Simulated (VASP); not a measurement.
# AlN in VASP: further runs, part 3 of 3

VASP 6.6.1. Earlier steps stand in the parts before.

## (5) Relaxation of the atoms, LDA

The input, INCAR:

```
ALGO = Normal ; DIPOL = 0.5 0.5 0.500
EDIFF = 1E-7 ; EDIFFG = -0.03
ENCUT = 520 ; IBRION = 2
IDIPOL = 3 ; ISIF = 2
ISMEAR = 0 ; LASPH = True
LCHARG = False ; LDIPOL = True
LREAL = False ; LWAVE = False
NELM = 80 ; NSW = 70
PREC = Accurate ; SIGMA = 0.05
```

The input, KPOINTS:

```
k-points
0
Gamma
  9 9 1
```

The input, POSCAR:

```
AlN
1.0
    3.0886572978      0.0000000000      0.0000000000
   -1.5443286489      2.6748556835      0.0000000000
    0.0000000000      0.0000000000     21.9978751052
N Al
4 4
Selective dynamics
Direct
    0.3333333333      0.6666666667      0.3182125531  F F F
    0.6666666667      0.3333333333      0.4305648949  F F F
    0.3333333333      0.6666666667      0.5429172366  T T T
    0.6666666667      0.3333333333      0.6552695784  T T T
    0.6666666667      0.3333333333      0.3447304216  F F F
    0.3333333333      0.6666666667      0.4570827634  F F F
    0.6666666667      0.3333333333      0.5694351051  T T T
    0.3333333333      0.6666666667      0.6817874469  T T T
```

Potentials or basis: VASP PAW LDA potentials, release 64 (N, Al).

On the command line:

```bash
$ cat potpaw_LDA.64/N/POTCAR potpaw_LDA.64/Al/POTCAR > POTCAR
$ mpirun -np 1 vasp_std > vasp.out
```

OUTCAR:

```text
EDIFF = 1E-7
   EDIFFG = -0.03
   ENCUT = 520
   IBRION = 2
   ISIF = 2
   ISMEAR = 0
   LASPH = True
   LREAL = False
   NELM = 80
   NSW = 70
   PREC = Accurate

 ion  position               nearest neighbor table
   1  0.333  0.667  0.318-   5 1.88   5 1.88   5 1.88
   2  0.667  0.333  0.431-   6 1.88   6 1.88   6 1.88   5 1.89
   3  0.333  0.667  0.543-   7 1.88   7 1.88   7 1.88   6 1.89
   4  0.667  0.333  0.655-   8 1.88   8 1.88   8 1.88   7 1.89
   5  0.667  0.333  0.345-   1 1.88   1 1.88   1 1.88   2 1.89   6 3.05   6 3.05   6 3.05
   6  0.333  0.667  0.457-   2 1.88   2 1.88   2 1.88   3 1.89   7 3.05   7 3.05   7 3.05   5 3.05
                             5 3.05   5 3.05
   7  0.667  0.333  0.569-   3 1.88   3 1.88   3 1.88   4 1.89   6 3.05   6 3.05   6 3.05   8 3.05
                             8 3.05   8 3.05
   8  0.333  0.667  0.682-   4 1.88   4 1.88   4 1.88   7 3.05   7 3.05   7 3.05

  LATTYP: Found a hexagonal cell.
 ALAT       =     3.0886572978
 C/A-ratio  =     7.1221482295

  Lattice vectors:

 A1 = (   3.0886572978,   0.0000000000,   0.0000000000)
 A2 = (  -1.5443286489,   2.6748556835,   0.0000000000)
 A3 = (   0.0000000000,   0.0000000000,  21.9978751052)

Analysis of symmetry for initial positions (statically):
=====================================================================
 Subroutine PRICEL returns:
 Original cell was already a primitive cell.

 Routine SETGRP: Setting up the symmetry group for a
 hexagonal supercell.

 Subroutine GETGRP returns: Found  6 space group operations
 (whereof  6 operations were pure point group operations)
 out of a pool of 24 trial point group operations.

The static configuration has the point symmetry C_3v.

Analysis of symmetry for dynamics (positions and initial velocities):
=====================================================================
 Subroutine PRICEL returns:
 Original cell was already a primitive cell.
[... 154 lines left out ...]
 Gauss-broadening in eV      SIGMA  =   0.05
  energy-cutoff  :      520.00
  volume of cell :      181.74
 maximum number of plane-waves:      4916
 NGX is ok and might be reduce to    24
   NGX = 11   NGY = 11   NGZ = 81

 dipolmoment           0.000000      0.000000      0.166629 electrons x Angstroem

--------------------------------------- Ionic step        1  -------------------------------------------

 number of electron      32.0000000 magnetization

 Free energy of the ion-electron system (eV)
  ---------------------------------------------------
  ext. energy  EPLUGINS =         0.00000000
  ---------------------------------------------------
  free energy    TOTEN  =       -61.41002815 eV

  energy without entropy =      -61.39949442  energy(sigma->0) =      -61.40476129

------------------------ aborting loop because EDIFF is reached ----------------------------------------

  FORCE on cell =-STRESS in cart. coord.  units (eV):
  Direction    XX          YY          ZZ          XY          YZ          ZX
  --------------------------------------------------------------------------------------
  -------------------------------------------------------------------------------------
  Total       -0.9497323     -0.9497323      0.3141721     -0.0000000      0.0000000      0.0000000
  in kB       -8.3726126     -8.3726126      2.7696656     -0.0000000      0.0000000      0.0000000
  external PRESSURE =      -4.6585199 kB  Pullay stress =       0.0000000 kB
[... 239 lines left out ...]
--------------------------------------- Ionic step        7  -------------------------------------------

 number of electron      32.0000000 magnetization

 dipolmoment           0.000000      0.000000     -0.174218 electrons x Angstroem

 Free energy of the ion-electron system (eV)
  ---------------------------------------------------
  ext. energy  EPLUGINS =         0.00000000
  ---------------------------------------------------
  free energy    TOTEN  =       -61.48573651 eV

  energy without entropy =      -61.47814906  energy(sigma->0) =      -61.48194278

 E-fermi :   0.3086     XC(G=0):  -5.9885

 val. band max:        0.2791331740   @ k =   0.2222   0.2222   0.0000
 cond. band min:       0.3239483512   @ k =   0.1111  -0.0000   0.0000
 fundamental gap:      0.0448151772
 Fermi energy:         0.3085994409

 k-point     1 :       0.0000    0.0000    0.0000
  band No.  band energies     occupation
      1     -17.5655      2.00000
      2     -16.4377      2.00000
      3     -15.1682      2.00000
      4     -12.7605      2.00000
      5      -7.9386      2.00000
      6      -5.8684      2.00000
[... 277 lines left out ...]
     20       5.5273      0.00000
     21       5.6487      0.00000

------------------------ aborting loop because EDIFF is reached ----------------------------------------

 vacuum level on the upper side and lower side of the slab       (xc-potential included)        -2.044         1.769

  FORCE on cell =-STRESS in cart. coord.  units (eV):
  Direction    XX          YY          ZZ          XY          YZ          ZX
  --------------------------------------------------------------------------------------
  -------------------------------------------------------------------------------------
  Total        0.1165422      0.1165422     -1.0286536      0.0000000      0.0000000     -0.0000000
  in kB        1.0274082      1.0274082     -9.0683632      0.0000000      0.0000000     -0.0000000
  external PRESSURE =      -2.3378489 kB  Pullay stress =       0.0000000 kB
[... 23 lines left out ...]
  FREE ENERGIE OF THE ION-ELECTRON SYSTEM (eV)
  ---------------------------------------------------
  free  energy   TOTEN  =       -61.4857365060 eV

  energy  without entropy=      -61.4781490605  energy(sigma->0) =      -61.48194278

 reached required accuracy - stopping structural energy minimisation

 vacuum level on the upper side and lower side of the slab         4.347         8.252
```

CONTCAR:

```text
AlN
   1.00000000000000
     3.0886572978000002    0.0000000000000000    0.0000000000000000
    -1.5443286489000001    2.6748556835000001    0.0000000000000000
     0.0000000000000000    0.0000000000000000   21.9978751051999986
  N               Al
     4     4
Selective dynamics
Direct
     0.3333333332999970    0.6666666667000030    0.3182125530999969   F   F   F
     0.6666666667000030    0.3333333332999970    0.4305648949000016   F   F   F
     0.3333333332999970    0.6666666667000030    0.5455701185418712   T   T   T
     0.6666666667000030    0.3333333332999970    0.6570146424438865   T   T   T
     0.6666666667000030    0.3333333332999970    0.3447304215999978   F   F   F
     0.3333333332999970    0.6666666667000030    0.4570827634000025   F   F   F
     0.6666666667000030    0.3333333332999970    0.5676211078808954   T   T   T
     0.3333333332999970    0.6666666667000030    0.6802654170604187   T   T   T

  0.00000000E+00  0.00000000E+00  0.00000000E+00
  0.00000000E+00  0.00000000E+00  0.00000000E+00
  0.00000000E+00  0.00000000E+00  0.00000000E+00
  0.00000000E+00  0.00000000E+00  0.00000000E+00
  0.00000000E+00  0.00000000E+00  0.00000000E+00
  0.00000000E+00  0.00000000E+00  0.00000000E+00
  0.00000000E+00  0.00000000E+00  0.00000000E+00
  0.00000000E+00  0.00000000E+00  0.00000000E+00
```

Run time: 9.3 min. Hardware: 1 thread of Intel Xeon 8259CL, shared host; peak memory 0.25 GiB.

What came out:

```
Free energy               : -61.4857 eV
Energy gained by relaxing : 9.5 meV/atom
Ionic steps               : 7
Band gap on the k mesh    : zero (bands 16 and 17 overlap by 0.36 eV)
```

Step by step:
```
step  energy change (eV)  largest force on free atoms (eV/Å)  pressure (GPa)
   1              0.0000                              1.3338           -0.47
   2             -0.0669                              0.4746           -0.37
   3             -0.0708                              0.2800           -0.41
   4             -0.0746                              0.0976           -0.31
   5             -0.0749                              0.1230           -0.27
   6             -0.0757                              0.0369           -0.24
   7             -0.0757                              0.0181           -0.23
```

Final structure:
```yaml
crystal:
  lattice:
    - [3.08866, 0.00000, 0.00000]
    - [-1.54433, 2.67486, 0.00000]
    - [0.00000, 0.00000, 21.99788]
  atoms:
    - { symbol: N, position: [0.33333, 0.66667, 0.31821] }
    - { symbol: N, position: [0.66667, 0.33333, 0.43056] }
    - { symbol: N, position: [0.33333, 0.66667, 0.54557] }
    - { symbol: N, position: [0.66667, 0.33333, 0.65701] }
    - { symbol: Al, position: [0.66667, 0.33333, 0.34473] }
    - { symbol: Al, position: [0.33333, 0.66667, 0.45708] }
    - { symbol: Al, position: [0.66667, 0.33333, 0.56762] }
    - { symbol: Al, position: [0.33333, 0.66667, 0.68027] }
```

Levels at points of the mesh, in eV from the Fermi level:
| k point | band 12 | band 13 | band 14 | band 15 | band 16 | band 17 | band 18 | band 19 | band 20 | band 21 |
| --- | --- | --- | --- | --- | --- | --- | --- | --- | --- | --- |
| (0.00, 0.00, 0.00) | -1.98 | -1.98 | -1.15 | -0.58 | 0.12 | 0.12 | 2.67 | 3.54 | 4.32 | 4.85 |

## (6) Summary

```tsv
task	cell	atoms held fixed (from 0)	gap on the mesh (eV)	largest force (eV/Å)
single point	a = 3.089, b = 3.089, c = 21.998 Å, angles 90.0, 90.0, 120.0°, 8 atoms, atomic positions A	-	none	2.73
single point	a = 3.089, b = 3.089, c = 23.442 Å, angles 90.0, 90.0, 120.0°, 8 atoms, atomic positions A	-	none	2.73
relaxation of the atoms	atoms relaxed from a = 3.089, b = 3.089, c = 21.998 Å, angles 90.0, 90.0, 120.0°, 8 atoms, atomic positions B	[0, 4, 1, 5]	none	-
```

Alike in all rows: level LDA; potentials or basis VASP PAW LDA potentials, release 64 (N, Al); no spin polarisation; k mesh 9 × 9 × 1; cutoff (eV) 520; smearing gaussian 0.05 eV.

Total energies depend on the potentials used, so only differences within one code and one set of settings carry meaning.
